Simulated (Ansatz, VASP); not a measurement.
H6C2O: VASP beside Ansatz

```
C O H
1.0
     7.96022    0.00000    0.00000
     0.00000    7.96022    0.00000
     0.00000    0.00000    7.96022
C O H
8 4 24
Direct
  0.93152 0.46467 0.02495
  0.78703 0.58238 0.98652
  0.38316 0.52778 0.38251
  0.29386 0.36467 0.42017
  0.57194 0.95932 0.88278
  0.72403 0.07395 0.88359
  0.11877 0.88503 0.32497
  0.99841 0.03188 0.31974
  0.63156 0.49396 0.01089
  0.28795 0.34159 0.59909
  0.87235 0.97549 0.91605
  0.83700 0.97624 0.37583
  0.54116 0.57012 0.98059
  0.79353 0.69401 0.06824
  0.79692 0.62768 0.85596
  0.05174 0.53033 0.00863
  0.92350 0.41836 0.15485
  0.92980 0.35651 0.93896
  0.22827 0.23728 0.62167
  0.16511 0.37058 0.36782
  0.35874 0.25748 0.35949
  0.38460 0.54949 0.24631
  0.31645 0.63190 0.44301
  0.51364 0.52613 0.42750
  0.96770 0.05136 0.91898
  0.73621 0.13784 0.76075
  0.70770 0.17197 0.98016
  0.45920 0.03286 0.85285
  0.58613 0.85986 0.78804
  0.55461 0.90121 0.00705
  0.76045 0.07047 0.36677
  0.04444 0.13453 0.40054
  0.99018 0.08205 0.19047
  0.24383 0.92156 0.27928
  0.13155 0.83913 0.45461
  0.07277 0.78122 0.24637
```

Alike in both runs: functional PBE; dispersion D3(BJ); k mesh 1 × 1 × 1; occupations fermi-dirac, width 0.05 eV; no spin polarisation.

Ansatz relaxed the structure, and its values are those at the end. VASP's run is a single point on that final structure, the one shown.

|  | VASP | Ansatz |
| --- | --- | --- |
| version | VASP 6.6.1 | Ansatz 0.2.0 |
| potentials or method | VASP PAW PBE potentials, release 64 (C, O, H), cutoff 520 eV | scalar-relativistic, plane waves, PAW |
| valence electrons in the cell | 80 | 80 |

|  | VASP | Ansatz | Ansatz less VASP |
| --- | --- | --- | --- |
| rms of the force components (eV/Å) | 0.055 | 0.047 | -0.0083 |
